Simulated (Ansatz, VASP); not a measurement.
One calculation of Ga4O, two programs

```
Ga O
1.0
     4.88863    0.00000    0.00000
    -2.44431    4.23367    0.00000
     0.00000    0.00000    4.47958
Ga O
4 1
Direct
  0.33333 0.66667 0.78162
  0.33333 0.66667 0.21838
  0.66667 0.33333 0.21838
  0.66667 0.33333 0.78162
  0.00000 0.00000 0.00000
```

Alike in both runs: task single point; functional PBE; k mesh 6 × 6 × 4; occupations gaussian, width 0.1 eV; no spin polarisation.

|  | VASP | Ansatz |
| --- | --- | --- |
| version | VASP 6.6.1 | Ansatz 0.2.0 |
| potentials or method | VASP PAW PBE potentials, release 64 (Ga_d, O), cutoff 520 eV | scalar-relativistic, plane waves, PAW |
| valence electrons in the cell | 58 | 58 |

Ansatz gave:

* gap on the k mesh at the Fermi level (eV): none
* pressure (GPa): 15.1
* traceless stress, the component that is largest in VASP (GPa): 40.57
* rms of the force components (eV/Å): 4.141

Problem. Estimate VASP's values.

Solution. gap on the k mesh at the Fermi level (eV): none; pressure (GPa): 15.9; traceless stress, the component that is largest in VASP (GPa): 42.12; rms of the force components (eV/Å): 4.320.

Atom by atom the forces differ by 0.179 eV/Å (rms over components). A gap of «none» marks a metal or a gap that the smearing closes.
